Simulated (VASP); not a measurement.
# Hf (P6_3/mmc) in VASP: further runs, part 2 of 2

VASP 6.6.1. The steps go on from the part before.

## Step 4: Electric field gradients, PBEsol (volume scaled by 0.96)

INCAR

```
  PREC = Accurate
  ENCUT = 520
  EDIFF = 1E-8
  ISMEAR = -1
  SIGMA = 0.05
  LREAL = F
  LASPH = T
  NELM = 80
  ALGO = Normal
  ISIF = 2
  LWAVE = F
  LCHARG = F
  GGA = PS
  LEFG = T
  NBANDS = 17
```

KPOINTS

```
regular mesh
0
Gamma
  13 13 7
```

POSCAR

```
Hf
1.0
    3.1534945994      0.0000000000      0.0000000000
   -1.5767472997      2.7310064337      0.0000000000
    0.0000000000      0.0000000000      4.9894429718
Hf
2
Direct
    0.3333333333      0.6666666667      0.2500000000
    0.6666666667      0.3333333333      0.7500000000
```

Potentials or basis: VASP PAW PBE potentials, release 64 (Hf_pv).

The run is started by

```console
cat potpaw_PBE.64/Hf_pv/POTCAR > POTCAR
mpirun -np 1 vasp_std > vasp.out
```

OUTCAR:

```text
PREC = Accurate
   ENCUT = 520
   EDIFF = 1E-8
   ISMEAR = -1
   LREAL = F
   LASPH = T
   NELM = 80
   ISIF = 2
   GGA = PS

 ion  position               nearest neighbor table
   1  0.333  0.667  0.250-   2 3.09   2 3.09   2 3.09   2 3.09   2 3.09   2 3.09
   2  0.667  0.333  0.750-   1 3.09   1 3.09   1 3.09   1 3.09   1 3.09   1 3.09

  LATTYP: Found a hexagonal cell.
 ALAT       =     3.1534945994
 C/A-ratio  =     1.5821948681

  Lattice vectors:

 A1 = (   3.1534945994,   0.0000000000,   0.0000000000)
 A2 = (  -1.5767472997,   2.7310064337,   0.0000000000)
 A3 = (   0.0000000000,   0.0000000000,   4.9894429718)

Analysis of symmetry for initial positions (statically):
=====================================================================
 Subroutine PRICEL returns:
 Original cell was already a primitive cell.

 Routine SETGRP: Setting up the symmetry group for a
 hexagonal supercell.

 Subroutine GETGRP returns: Found 24 space group operations
 (whereof 12 operations were pure point group operations)
 out of a pool of 24 trial point group operations.

The static configuration has the point symmetry D_3d.
 The point group associated with its full space group is D_6h.

Analysis of symmetry for dynamics (positions and initial velocities):
=====================================================================
 Subroutine PRICEL returns:
 Original cell was already a primitive cell.

 Routine SETGRP: Setting up the symmetry group for a
 hexagonal supercell.

 Subroutine GETGRP returns: Found 24 space group operations
 (whereof 12 operations were pure point group operations)
 out of a pool of 24 trial point group operations.

[... 153 lines left out ...]
 fundamental gap:      0.0047510201
 Fermi energy:         5.0461233875

 k-point     1 :       0.0000    0.0000    0.0000
  band No.  band energies     occupation
      1     -25.9643      2.00000
      2     -25.1119      2.00000
      3     -25.1119      2.00000
      4     -24.9657      2.00000
      5     -24.9657      2.00000
      6     -24.9651      2.00000
[... 457 lines left out ...]
      4     -25.1504      2.00000
      5     -25.0099      2.00000
      6     -24.9941      2.00000
[... 9 lines left out ...]
     16       7.9400      0.00000
     17      11.0488      0.00000

 [... further k-points ...]
[... 5 lines left out ...]
  --------------------------------------------------------------------------------------
  -------------------------------------------------------------------------------------
  Total        0.0861758      0.0861758      0.0886012      0.0000000      0.0000000      0.0000000
  in kB        3.2131351      3.2131351      3.3035696      0.0000000      0.0000000      0.0000000
  external PRESSURE =       3.2432799 kB  Pullay stress =       0.0000000 kB

 VOLUME and BASIS-vectors are now :
 -----------------------------------------------------------------------------
  energy-cutoff  :      520.00
  volume of cell :       42.97
      direct lattice vectors                 reciprocal lattice vectors
     3.153494599  0.000000000  0.000000000     0.317108518  0.183082688  0.000000000
    -1.576747300  2.731006434  0.000000000     0.000000000  0.366165377  0.000000000
     0.000000000  0.000000000  4.989442972     0.000000000  0.000000000  0.200423175

 POSITION                                       TOTAL-FORCE (eV/Angst)
 -----------------------------------------------------------------------------------
     -0.00000      1.82067      1.24736         0.000000      0.000000      0.000000
      1.57675      0.91034      3.74208        -0.000000     -0.000000      0.000000
 -----------------------------------------------------------------------------------
    total drift:                               -0.000000      0.000000     -0.000000

  FREE ENERGIE OF THE ION-ELECTRON SYSTEM (eV)
  ---------------------------------------------------
  free  energy   TOTEN  =       -21.0116548719 eV

  energy  without entropy=      -20.9980747743  energy(sigma->0) =      -21.00486482

 Electric field gradients (V/A^2)
---------------------------------------------------------------------
 ion       V_xx      V_yy      V_zz      V_xy      V_xz      V_yz
---------------------------------------------------------------------
   1     -45.486   -45.485    90.971     0.000     0.000    -0.000
   2     -45.486   -45.485    90.971     0.000    -0.000     0.000
---------------------------------------------------------------------

 Electric field gradients after diagonalization (V/A^2)
 (convention: |V_zz| > |V_xx| > |V_yy|)
----------------------------------------------------------------------
 ion       V_xx      V_yy      V_zz     asymmetry (V_yy - V_xx)/ V_zz
----------------------------------------------------------------------
   1     -45.486   -45.485    90.971       0.000
   2     -45.486   -45.485    90.971       0.000
----------------------------------------------------------------------

           NMR quadrupolar parameters

 Cq : quadrupolar parameter    Cq=e*Q*V_zz/h
 eta: asymmetry parameters     (V_yy - V_xx)/ V_zz
 Q  : nuclear electric quadrupole moment in mb (millibarn)
----------------------------------------------------------------------
 ion       Cq(MHz)       eta       Q (mb)
----------------------------------------------------------------------
   1       0.220       0.000       1.000
   2       0.220       0.000       1.000
----------------------------------------------------------------------
```

Wall time 18 s (1 thread of Intel Xeon 6975P-C (Granite Rapids), shared host); peak memory 0.18 GiB.

Results:

| Quantity | Value |
| --- | --- |
| Free energy | -21.0117 eV |
| Pressure | 0.3 GPa |
| Band gap on the k mesh | zero (band 10 reaches 6.21 eV, above the bottom of band 11 at 4.67 eV) |

Electric field gradients, principal values (V/Å²):
```tsv
atom	least	middle	greatest (by size)
1 Hf	-45.485	-45.486	90.971
2 Hf	-45.485	-45.486	90.971
```

Caveat: without QUAD_EFG the Cq values of the log hold for a quadrupole moment of 1 mb, not for the nuclei; the PAW data sets were made with another functional, which shifts forces and pressure a little; spin-orbit coupling is left out, which moves the levels of the heavy elements.

## Step 5: Summary

```csv
task,cell,k mesh for the DOS,occupations for the DOS,gap on the mesh (eV),pressure (GPa)
density of states,"a = 3.197, b = 3.197, c = 5.058 Å, angles 90.0, 90.0, 120.0°, 2 atoms",20 × 20 × 11,tetrahedron,-,-
electric field gradients,"a = 3.131, b = 3.131, c = 4.955 Å, angles 90.0, 90.0, 120.0°, 2 atoms",-,-,none,2.9
electric field gradients,"a = 3.153, b = 3.153, c = 4.989 Å, angles 90.0, 90.0, 120.0°, 2 atoms",-,-,none,0.3
```

Alike in all rows: level PBEsol; potentials or basis VASP PAW PBE potentials, release 64 (Hf_pv); no spin polarisation; k mesh 13 × 13 × 7; cutoff (eV) 520; smearing fermi-dirac 0.05 eV.

Caveats: the PAW data sets were made with another functional, which shifts forces and pressure a little; spin-orbit coupling is left out, which moves the levels of the heavy elements.

Absolute energies hang on the potentials; compare differences alone.
